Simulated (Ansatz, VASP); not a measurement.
# One calculation of As, two programs

```
As
1.0
     3.52100    0.00000    0.00000
    -1.76050    3.04928    0.00000
     0.00000    0.00000   28.57424
As
2
Direct
  0.33333 0.66667 0.46332
  0.66667 0.33333 0.53668
```

Alike in both runs: task single point; functional PBE; dispersion D3(BJ); k mesh 9 × 9 × 1; occupations gaussian, width 0.02 eV; no spin polarisation.

|  | VASP | Ansatz |
| --- | --- | --- |
| version | VASP 6.6.1 | Ansatz 0.2.0 |
| potentials or method | VASP PAW PBE potentials, release 64 (As), cutoff 520 eV | scalar-relativistic, plane waves, PAW |
| valence electrons in the cell | 10 | 30 |

Ansatz gave:

| Quantity | Value |
| --- | --- |
| gap on the k mesh at the Fermi level (eV) | none |
| rms of the force components (eV/Å) | 1.786 |
| work function, face that differs most (eV) | 4.22 |

Question: Which values does VASP return?

Answer: gap on the k mesh at the Fermi level (eV): none; rms of the force components (eV/Å): 1.787; work function, face that differs most (eV): 4.23.

Atom by atom the forces differ by 0.001 eV/Å (rms over components). A gap of «none» marks a metal or a gap that the smearing closes. VASP's potentials hold 10 valence electrons a cell and Ansatz's 30, so a difference there can come from the potentials and not from the codes.
